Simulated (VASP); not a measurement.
Write the native input for VASP 6.6.1 that does the following.

```
Task                   : relaxation of cell and atoms
Functional             : PBE
Potentials or basis    : VASP PAW PBE potentials, release 64 (Pt)
Cutoff                 : 600 eV
k mesh                 : 18 × 18 × 18
Occupations            : gaussian, width 0.1 eV
Spin                   : no spin polarisation
Target pressure        : 5 GPa
Dipole correction      : no
Further INCAR settings : ALGO = Normal; EDIFF = 1e-06; IBRION = 2; EDIFFG = -0.008; NSW = 70; ISIF = 3
```

The structure of Pt lies in POSCAR:

```
Pt
1.0
    0.0000000000      1.9722096301      1.9722096301
    1.9722096301      0.0000000000      1.9722096301
    1.9722096301      1.9722096301      0.0000000000
Pt
1
Direct
    0.0000000000      0.0000000000      0.0000000000
```

These files were run (other wordings do the same):

INCAR

```
ALGO = Normal
EDIFF = 1E-6
EDIFFG = -0.008
ENCUT = 600
GGA = PE
IBRION = 2
ISIF = 3
ISMEAR = 0
LASPH = True
LCHARG = False
LREAL = False
LWAVE = False
NELM = 80
NSW = 70
PREC = Accurate
PSTRESS = 50.0
SIGMA = 0.1
```

KPOINTS

```
k-points
0
Gamma
  18 18 18
```

Potentials or basis: VASP PAW PBE potentials, release 64 (Pt).

Launch:

```bash
$ cat potpaw_PBE.64/Pt/POTCAR > POTCAR
$ mpirun -np 1 vasp_std > vasp.out
```

It gave:

```json
{
  "Relaxed volume": "15.32 Å³/atom",
  "Relaxed cell": "a = 2.788 Å, b = 2.788 Å, c = 2.788 Å, α = 60.00°, β = 60.00°, γ = 60.00°",
  "Space group after relaxing (to 0.05 Å)": "Fm-3m (No. 225)",
  "Energy change on relaxing (the enthalpy is what falls)": "+0.6 meV/atom",
  "Ionic steps": "3",
  "Pressure after relaxing": "5.0 GPa",
  "Band gap on the k mesh": "zero (band 5 reaches 11.44 eV, above the bottom of band 6 at 9.27 eV)"
}
```

Caveat: the cell is relaxed towards a set pressure, so the enthalpy falls and the energy may rise; spin-orbit coupling is left out, which moves the levels of the heavy elements.

Wall time 35 s on 1 thread of AMD EPYC 9R45 (Zen 5), with other jobs on the host, peak memory 0.14 GiB.
